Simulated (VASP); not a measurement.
# MnO: single point with PBE+D3(BJ)+U

The system is MnO.

```
Mn O
1.0
     3.43782    0.00000    0.00000
    -1.71891    2.97724    0.00000
     0.00000    0.00000    5.36251
Mn O
2 2
Direct
  0.33333 0.66667 0.99851
  0.66667 0.33333 0.49851
  0.33333 0.66667 0.38792
  0.66667 0.33333 0.88792
```

```yaml
Program: VASP 6.6.1
Task: single point
Functional: PBE
Dispersion: D3(BJ)
Potentials_or_basis: VASP PAW PBE potentials, release 64 (Mn_pv, O)
Cutoff: 520 eV
k_mesh: 8 × 8 × 4
Occupations: gaussian, width 0.05 eV
Spin: collinear spin, ferromagnetic start
Starting_moments: "[4.5, 4.5, 0.14, 0.14] μB"
Hubbard_terms: Mn d U = 3.9 eV
```

| Property | Result |
| --- | --- |
| Pressure | 2.0 GPa |
| Largest force | 0.021 eV/Å |
| Band gap on the k mesh | zero (filled and empty bands touch) |
| Net moment | 10.00 μB per cell |
| Site moments | Mn +4.60; O +0.11 μB |
| Valence electrons inside the program's atomic spheres | Mn 11.39; O 5.02 |
| Dispersion energy per atom | -0.247 eV |

Forces on the atoms (eV/Å):
```
Mn   0.000  0.000 -0.021
Mn   0.000  0.000 -0.021
O    0.000  0.000  0.021
O    0.000  0.000  0.021
```

Stress tensor (GPa, compression positive):
```
2.18 0.00 0.00
0.00 2.18 0.00
0.00 0.00 1.79
```

Levels at points of the mesh, in eV from the Fermi level:
Spin up:
```tsv
k point	band 21	band 22	band 23	band 24	band 25	band 26	band 27	band 28
(0.00, 0.00, 0.00)	-0.78	-0.62	-0.34	0.00	0.00	4.41	6.31	11.75
(0.50, 0.00, 0.00)	-2.46	-2.31	-1.09	-1.03	4.68	5.01	6.49	7.95
(0.00, 0.00, 0.50)	-0.39	-0.39	-0.39	-0.39	1.99	1.99	9.11	9.11
(0.50, 0.00, 0.50)	-1.57	-1.57	-1.28	-1.28	4.49	4.49	6.91	6.91
```
Spin down:
| k point | band 10 | band 11 | band 12 | band 13 | band 14 | band 15 | band 16 | band 17 | band 18 | band 19 |
| --- | --- | --- | --- | --- | --- | --- | --- | --- | --- | --- |
| (0.00, 0.00, 0.00) | -3.70 | -3.70 | -3.70 | -3.70 | -3.38 | 0.63 | 3.53 | 3.53 | 3.76 | 4.42 |
| (0.50, 0.00, 0.00) | -4.71 | -4.15 | -3.71 | -3.55 | -3.51 | 2.28 | 2.96 | 3.19 | 3.85 | 3.92 |
| (0.00, 0.00, 0.50) | -4.63 | -3.71 | -3.71 | -3.71 | -3.71 | 2.73 | 2.73 | 4.08 | 4.08 | 4.08 |
| (0.50, 0.00, 0.50) | -5.28 | -3.62 | -3.62 | -3.61 | -3.61 | 2.87 | 2.87 | 3.93 | 3.93 | 4.22 |

Eigenvalues of the final occupation matrices:
| site | spin | trace | eigenvalues |
| --- | --- | --- | --- |
| site 1 d | 1 | 4.74 | 0.95 0.95 0.95 0.95 0.95 |
| site 1 d | 2 | 0.22 | 0.02 0.02 0.06 0.06 0.06 |
| site 2 d | 1 | 4.74 | 0.95 0.95 0.95 0.95 0.95 |
| site 2 d | 2 | 0.22 | 0.02 0.02 0.06 0.06 0.06 |

Wall time 2.9 min on 1 thread of Intel Xeon 8259CL, with other jobs on the host, peak memory 0.24 GiB.

Caveat: the run started ferromagnetic, and an antiferromagnetic order may lie lower in energy. The state reached can hang on the start; a lower one may exist.
